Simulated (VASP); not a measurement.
# Ni (P6_3/mmc) in VASP: further runs

The runs below take Ni through single point, with RPBE.

Program: VASP 6.6.1. These are calculated values, not measurements. Logs are shortened: lines on timing, memory, paths and dates and some standing lists are left out, and cuts for length are marked.

### Step 1. The cell of the first run

It takes space group P6_3/mmc (No. 194, hexagonal). The conventional cell has a = 2.547 Å, b = 2.547 Å, c = 4.170 Å, α = 90.00°, β = 90.00°, γ = 120.00°. Ni (site symmetry -6m2) has 12 Ni at 2.55 Å within 3.4 Å.

### Step 2. Single point, RPBE, collinear spin, ferromagnetic start (volume scaled by 1.04)

Contents of INCAR:

```
ALGO = Normal
EDIFF = 1E-6
ENCUT = 520
GGA = RP
ISIF = 2
ISMEAR = -1
ISPIN = 2
LASPH = True
LCHARG = False
LMAXMIX = 4
LORBIT = 11
LREAL = False
LWAVE = False
MAGMOM = 0.71 0.71
NBANDS = 21
NELM = 150
PREC = Accurate
SIGMA = 0.05
```

Contents of KPOINTS:

```
k-points
0
Gamma
  16 16 9
```

Contents of POSCAR:

```
Ni
1.0
    2.5467270483      0.0000000000      0.0000000000
   -1.2733635241      2.2055303203      0.0000000000
    0.0000000000      0.0000000000      4.1702174131
Ni
2
Direct
    0.3333333333      0.6666666667      0.2500000000
    0.6666666667      0.3333333333      0.7500000000
```

Potentials or basis: VASP PAW PBE potentials, release 64 (Ni).

Run with:

```bash
$ cat potpaw_PBE.64/Ni/POTCAR > POTCAR
$ mpirun -np 1 vasp_std > vasp.out
```

OUTCAR:

```text
EDIFF = 1E-6
   ENCUT = 520
   GGA = RP
   ISIF = 2
   ISMEAR = -1
   ISPIN = 2
   LASPH = True
   LORBIT = 11
   LREAL = False
   NELM = 150
   PREC = Accurate

 ion  position               nearest neighbor table
   1  0.333  0.667  0.250-   2 2.55   2 2.55   2 2.55   2 2.55   2 2.55   2 2.55
   2  0.667  0.333  0.750-   1 2.55   1 2.55   1 2.55   1 2.55   1 2.55   1 2.55

  LATTYP: Found a hexagonal cell.
 ALAT       =     2.5467270483
 C/A-ratio  =     1.6374811018

  Lattice vectors:

 A1 = (   2.5467270483,   0.0000000000,   0.0000000000)
 A2 = (  -1.2733635241,   2.2055303203,   0.0000000000)
 A3 = (   0.0000000000,   0.0000000000,   4.1702174131)

Analysis of symmetry for initial positions (statically):
=====================================================================
 Subroutine PRICEL returns:
 Original cell was already a primitive cell.

 Routine SETGRP: Setting up the symmetry group for a
 hexagonal supercell.

 Subroutine GETGRP returns: Found 24 space group operations
 (whereof 12 operations were pure point group operations)
 out of a pool of 24 trial point group operations.

The static configuration has the point symmetry D_3d.
 The point group associated with its full space group is D_6h.

Analysis of symmetry for dynamics (positions and initial velocities):
=====================================================================
 Subroutine PRICEL returns:
 Original cell was already a primitive cell.

 Routine SETGRP: Setting up the symmetry group for a
 hexagonal supercell.

 Subroutine GETGRP returns: Found 24 space group operations
 (whereof 12 operations were pure point group operations)
 out of a pool of 24 trial point group operations.

The dynamic configuration has the point symmetry D_3d.
 The point group associated with its full space group is D_6h.

Analysis of structural, dynamic, and magnetic symmetry:
=====================================================================
 Subroutine PRICEL returns:
 Original cell was already a primitive cell.

 Routine SETGRP: Setting up the symmetry group for a
 hexagonal supercell.

 Subroutine GETGRP returns: Found 24 space group operations
 (whereof 12 operations were pure point group operations)
 out of a pool of 24 trial point group operations.

The overall configuration has the point symmetry D_3d.
 The point group associated with its full space group is D_6h.

 Subroutine INISYM returns: Found 24 space group operations
 (whereof 12 operations are pure point group operations),
 and found     1 'primitive' translations

----------------------------------------------------------------------------------------

[... 110 lines left out ...]
   IMIX   =      4    mixing-type and parameters
     AMIX     =   0.40;   BMIX     =  1.00
     AMIX_MAG =   1.60;   BMIX_MAG =  1.00
  volume/ion in A,a.u.               =      11.71        79.04
  Fermi-wavevector in a.u.,A,eV,Ry     =   1.553103  2.934938 32.818985  2.412127
  Thomas-Fermi vector in A             =   2.657382
   LORBIT       =     11    0 simple, 1 ext, 2 COOP (PROOUT), +10 PAW based schemes
   GGA     = RP    functional components
   LHFCALC =     F    Hartree Fock is set to
   AEXX    =    0.0000 exact exchange contribution
   IVDW    =     0    specifies the selected vdW correction
   LEPSILON=     F    determine dielectric tensor
   LRPA    =     F    only Hartree local field effects (RPA)
 spin polarized calculation
  energy-cutoff  :      520.00
  volume of cell :       23.42
 maximum number of plane-waves:       646
 NGX is ok and might be reduce to    20
   NGX =  9   NGY =  9   NGZ = 15

 number of electron      20.0000007 magnetization       1.3418625

 Free energy of the ion-electron system (eV)
  ---------------------------------------------------
  ext. energy  EPLUGINS =         0.00000000
  ---------------------------------------------------
  free energy    TOTEN  =        -9.85088817 eV

  energy without entropy =       -9.80997603  energy(sigma->0) =       -9.83043210

 E-fermi :   8.5607     XC(G=0): -12.7003

 val. band max:        8.5602795611   @ k =   0.0625   0.0000   0.1111
 cond. band min:       8.5614892549   @ k =   0.4375   0.0000   0.3333
 fundamental gap:      0.0012096937
 Fermi energy:         8.5606626920

 spin component 1

 k-point     1 :       0.0000    0.0000    0.0000
  band No.  band energies     occupation
      1       0.0323      1.00000
      2       4.0811      1.00000
      3       6.2585      1.00000
      4       6.3458      1.00000
      5       6.3458      1.00000
      6       6.5810      1.00000
[... 565 lines left out ...]
     20      35.7672      0.00000
     21      38.7603      0.00000

 [... further k-points ...]

 spin component 2

 k-point     1 :       0.0000    0.0000    0.0000
  band No.  band energies     occupation
      1      -0.0295      1.00000
      2       4.5112      1.00000
      3       7.0265      1.00000
      4       7.0760      1.00000
      5       7.0760      1.00000
      6       7.3310      1.00000
[... 565 lines left out ...]
     20      35.8044      0.00000
     21      38.6610      0.00000

 [... further k-points ...]
[... 5 lines left out ...]
  --------------------------------------------------------------------------------------
  -------------------------------------------------------------------------------------
  Total       -0.9272968     -0.9272968     -0.8755510     -0.0000000      0.0000000      0.0000000
  in kB      -63.4271517    -63.4271517    -59.8877343     -0.0000000      0.0000000      0.0000000
  external PRESSURE =     -62.2473459 kB  Pullay stress =       0.0000000 kB

 VOLUME and BASIS-vectors are now :
 -----------------------------------------------------------------------------
  energy-cutoff  :      520.00
  volume of cell :       23.42
      direct lattice vectors                 reciprocal lattice vectors
     2.546727048  0.000000000  0.000000000     0.392660847  0.226702846  0.000000000
    -1.273363524  2.205530320  0.000000000     0.000000000  0.453405692  0.000000000
     0.000000000  0.000000000  4.170217413     0.000000000  0.000000000  0.239795651

 POSITION                                       TOTAL-FORCE (eV/Angst)
 -----------------------------------------------------------------------------------
     -0.00000      1.47035      1.04255        -0.000000     -0.000000      0.000000
      1.27336      0.73518      3.12766         0.000000      0.000000      0.000000
 -----------------------------------------------------------------------------------
    total drift:                               -0.000000      0.000000     -0.000000

  FREE ENERGIE OF THE ION-ELECTRON SYSTEM (eV)
  ---------------------------------------------------
  free  energy   TOTEN  =        -9.8508881704 eV

  energy  without entropy=       -9.8099760255  energy(sigma->0) =       -9.83043210

 total charge

# of ion       s       p       d       tot
------------------------------------------
    1        0.466   0.435   8.281   9.182
    2        0.466   0.435   8.281   9.182
--------------------------------------------------
tot          0.931   0.870  16.562  18.363

 magnetization (x)

# of ion       s       p       d       tot
------------------------------------------
    1       -0.005  -0.025   0.720   0.691
    2       -0.005  -0.025   0.720   0.691
--------------------------------------------------
tot         -0.009  -0.049   1.440   1.381
```

OSZICAR:

```text
N       E                     dE             d eps       ncg     rms          rms(c)
DAV:   1     0.971322552051E+02    0.97132E+02   -0.88784E+03 13421   0.132E+03
DAV:   2    -0.619826814558E+01   -0.10333E+03   -0.95471E+02 12875   0.231E+02
DAV:   3    -0.116140403866E+02   -0.54158E+01   -0.51853E+01 14475   0.608E+01
DAV:   4    -0.116800781258E+02   -0.66038E-01   -0.65985E-01 14580   0.639E+00
DAV:   5    -0.116818680516E+02   -0.17899E-02   -0.17899E-02 14668   0.105E+00    0.128E+01
DAV:   6    -0.105996666995E+02    0.10822E+01   -0.72344E+00 14624   0.562E+01    0.935E+00
DAV:   7    -0.987541926356E+01    0.72425E+00   -0.16674E+00 14406   0.237E+01    0.250E+00
DAV:   8    -0.985635003374E+01    0.19069E-01   -0.13271E-02 16383   0.127E+00    0.131E+00
DAV:   9    -0.985191418418E+01    0.44358E-02   -0.88185E-04 19845   0.413E-01    0.385E-01
DAV:  10    -0.985088668066E+01    0.10275E-02   -0.18450E-04 19507   0.266E-01    0.901E-02
DAV:  11    -0.985089736783E+01   -0.10687E-04   -0.92134E-05 18180   0.147E-01    0.403E-02
DAV:  12    -0.985088898261E+01    0.83852E-05   -0.80893E-06 18734   0.448E-02    0.253E-02
DAV:  13    -0.985088817040E+01    0.81221E-06   -0.24498E-06 13433   0.198E-02
   1 F= -.98508882E+01 E0= -.98304321E+01  d E =-.409121E-01  mag=     1.3427
```

Run time: 1.7 min. Hardware: 1 thread of Intel Xeon 6975P-C, shared host; peak memory 0.22 GiB.

Results:

```
Free energy                                           : -9.8509 eV
Pressure                                              : -6.2 GPa
Net moment                                            : 1.34 μB per cell
Site moments                                          : Ni +0.69 μB
Valence electrons inside the program's atomic spheres : Ni 9.18
```

Levels at points of the mesh, in eV from the Fermi level:
Spin up:
```
           k point  band 7  band 8  band 9  band 10  band 11  band 12  band 13  band 14  band 15  band 16
(0.00, 0.00, 0.00)   -1.98   -1.62   -1.62    -0.78    -0.78    -0.21     5.11    21.90    23.20    23.20
(0.50, 0.00, 0.00)   -1.95   -0.70   -0.62    -0.59     1.02     2.74     8.85     9.31    11.76    12.44
```
Spin down:
```tsv
k point	band 5	band 6	band 7	band 8	band 9	band 10	band 11	band 12	band 13	band 14
(0.00, 0.00, 0.00)	-1.48	-1.23	-1.23	-0.89	-0.89	-0.31	-0.01	-0.01	5.52	21.71
(0.50, 0.00, 0.00)	-1.58	-1.54	-1.21	0.13	0.16	0.25	1.50	3.13	8.94	9.40
```

Caveat: the cell differs from its parent crystal (volume scaled by 1.04); the PAW data sets were made with another functional, which shifts forces and pressure a little.

### Step 3. Single point, RPBE

This run uses another cell than the first one, of 11.21 Å³/atom, 0.957 times its volume.

Contents of INCAR:

```
SYSTEM = Ni
PREC = Accurate ; ENCUT = 520
EDIFF = 1E-6 ; ISMEAR = -1
SIGMA = 0.1 ; LREAL = .FALSE.
LASPH = .TRUE. ; NELM = 100
ALGO = Normal ; ISIF = 2
LWAVE = .FALSE. ; LCHARG = .TRUE.
GGA = RP ; LELF = .TRUE.
LVHAR = .TRUE. ; NBANDS = 17
```

Contents of KPOINTS:

```
regular mesh
0
G
  24 24 13
  0 0 0
```

Contents of POSCAR:

```
Ni
1.0
    2.5066113297      0.0000000000      0.0000000000
   -1.2533056649      2.1707890889      0.0000000000
    0.0000000000      0.0000000000      4.1203743074
Ni
2
Direct
    0.3333333333      0.6666666667      0.2500000000
    0.6666666667      0.3333333333      0.7500000000
```

Potentials or basis: VASP PAW PBE potentials, release 64 (Ni).

Run with:

```bash
$ cat potpaw_PBE.64/Ni/POTCAR > POTCAR
$ mpirun -np 1 vasp_std > vasp.out
```

OUTCAR:

```text
SYSTEM = Ni
   PREC = Accurate
   ENCUT = 520
   EDIFF = 1E-6
   ISMEAR = -1
   LREAL = .FALSE.
   LASPH = .TRUE.
   NELM = 100
   ISIF = 2
   GGA = RP

 ion  position               nearest neighbor table
   1  0.333  0.667  0.250-   2 2.52   2 2.52   2 2.52   2 2.52   2 2.52   2 2.52
   2  0.667  0.333  0.750-   1 2.52   1 2.52   1 2.52   1 2.52   1 2.52   1 2.52

  LATTYP: Found a hexagonal cell.
 ALAT       =     2.5066113297
 C/A-ratio  =     1.6438026345

  Lattice vectors:

 A1 = (   2.5066113297,   0.0000000000,   0.0000000000)
 A2 = (  -1.2533056649,   2.1707890889,   0.0000000000)
 A3 = (   0.0000000000,   0.0000000000,   4.1203743074)

Analysis of symmetry for initial positions (statically):
=====================================================================
 Subroutine PRICEL returns:
 Original cell was already a primitive cell.

 Routine SETGRP: Setting up the symmetry group for a
[... 157 lines left out ...]
 NGX is ok and might be reduce to    20
   NGX =  9   NGY =  9   NGZ = 15

 number of electron      20.0000012 magnetization

 Free energy of the ion-electron system (eV)
  ---------------------------------------------------
  ext. energy  EPLUGINS =         0.00000000
  ---------------------------------------------------
  free energy    TOTEN  =        -9.84658515 eV

  energy without entropy =       -9.65283733  energy(sigma->0) =       -9.74971124

 E-fermi :   8.9577     XC(G=0): -12.9522

 val. band max:        8.9575577355   @ k =   0.4583   0.0417   0.2308
 cond. band min:       8.9578668548   @ k =   0.2917   0.2083   0.1538
 fundamental gap:      0.0003091193
 Fermi energy:         8.9576532911

 k-point     1 :       0.0000    0.0000    0.0000
  band No.  band energies     occupation
      1       0.2928      2.00000
      2       4.6737      2.00000
      3       7.1422      2.00000
      4       7.2238      2.00000
      5       7.2238      2.00000
      6       7.4839      2.00000
[... 457 lines left out ...]
      4       6.9332      2.00000
      5       7.1508      2.00000
      6       7.2130      2.00000
[... 9 lines left out ...]
     16      22.2470      0.00000
     17      23.4261      0.00000

 [... further k-points ...]
[... 5 lines left out ...]
  --------------------------------------------------------------------------------------
  -------------------------------------------------------------------------------------
  Total        0.0509522      0.0509522      0.0333980     -0.0000000      0.0000000      0.0000000
  in kB        3.6410974      3.6410974      2.3866574     -0.0000000      0.0000000      0.0000000
  external PRESSURE =       3.2229507 kB  Pullay stress =       0.0000000 kB

 VOLUME and BASIS-vectors are now :
 -----------------------------------------------------------------------------
  energy-cutoff  :      520.00
  volume of cell :       22.42
      direct lattice vectors                 reciprocal lattice vectors
     2.506611330  0.000000000  0.000000000     0.398944977  0.230330990  0.000000000
    -1.253305665  2.170789089  0.000000000     0.000000000  0.460661980  0.000000000
     0.000000000  0.000000000  4.120374307     0.000000000  0.000000000  0.242696397

 POSITION                                       TOTAL-FORCE (eV/Angst)
 -----------------------------------------------------------------------------------
     -0.00000      1.44719      1.03009        -0.000000      0.000000      0.000000
      1.25331      0.72360      3.09028         0.000000     -0.000000      0.000000
 -----------------------------------------------------------------------------------
    total drift:                               -0.000000      0.000000     -0.000000

  FREE ENERGIE OF THE ION-ELECTRON SYSTEM (eV)
  ---------------------------------------------------
  free  energy   TOTEN  =        -9.8465851548 eV

  energy  without entropy=       -9.6528373293  energy(sigma->0) =       -9.74971124
```

Run time: 99 s. Hardware: 1 thread of AMD EPYC 7R43 (Zen 3), shared host; peak memory 0.21 GiB.

What came out:

```
Free energy            : -9.8466 eV
Pressure               : 0.3 GPa
Band gap on the k mesh : zero (band 10 reaches 9.03 eV, above the bottom of band 11 at 8.56 eV)
```

Caveat: the PAW data sets were made with another functional, which shifts forces and pressure a little; the run has no spin polarisation, though such a crystal can be magnetic.

(Continued in part 2 of 2.)
